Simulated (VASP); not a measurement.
Runs of VASP 6.6.1 on Be3TeO2. The structure is that of space group P6/mmm (No. 191), or close to it. The cells are those of the table. The cell was built from a structure type or drawn by symmetry, and may not be a known phase.

| task | cell | k mesh | cutoff (eV) | smearing | gap on the mesh (eV) | pressure (GPa) | relaxed volume (Å³/atom) |
| --- | --- | --- | --- | --- | --- | --- | --- |
| single point | a = 5.404, b = 5.404, c = 5.764 Å, angles 90.0, 90.0, 120.0°, 6 atoms | 6 × 6 × 4 | 520 | gaussian 0.02 eV | 2.55 | 0.0 | - |
| single point | a = 4.769, b = 4.769, c = 4.022 Å, angles 90.0, 90.0, 120.0°, 6 atoms | 6 × 6 × 4 | 520 | gaussian 0.1 eV | 1.62 | 53.4 | - |
| single point | a = 5.404, b = 5.404, c = 4.994 Å, angles 90.0, 90.0, 120.0°, 6 atoms | 6 × 6 × 4 | 520 | gaussian 0.1 eV | (b) | 0.1 | - |
| single point | a = 5.404, b = 5.404, c = 5.764 Å, angles 90.0, 90.0, 120.0°, 6 atoms | 6 × 6 × 6 | 520 | gaussian 0.02 eV | 2.55 | 0.0 | - |
| relaxation of cell and atoms | relaxed from a = 5.404, b = 5.404, c = 4.994 Å, angles 90.0, 90.0, 120.0°, 6 atoms | 6 × 6 × 6 | 600 | gaussian 0.02 eV | 2.46 | 0.0 | (a) |
| relaxation of cell and atoms | relaxed from a = 5.404, b = 5.404, c = 5.764 Å, angles 90.0, 90.0, 120.0°, 6 atoms | 6 × 6 × 4 | 600 | gaussian 0.02 eV | 2.55 | 0.0 | - |
| relaxation of cell and atoms | relaxed from a = 4.769, b = 4.769, c = 4.022 Å, angles 90.0, 90.0, 120.0°, 6 atoms | 6 × 6 × 4 | 600 | gaussian 0.1 eV | 1.97 | -0.2 | (c) |

Alike in all rows: level PBE; potentials or basis VASP PAW PBE potentials, release 64 (Be, Te, O); no spin polarisation.

Problem. Estimate the missing entries.

Solution. (a) 23.38; (b) 2.16; (c) 20.08.

Caveats: spin-orbit coupling is left out, which moves the levels of the heavy elements; this functional lacks dispersion, which binds the layers, so the pressure and a relaxed spacing across them are unreliable (at least some runs); the cell stands under pressure (at least some runs); the relaxation stopped at its first step, so nothing moved (at least some runs); the volume moved by over 15 % at a fixed basis, so the end points are rough (at least some runs).

A k mesh can miss the band edges, and the runs leave out spin-orbit coupling on Te.
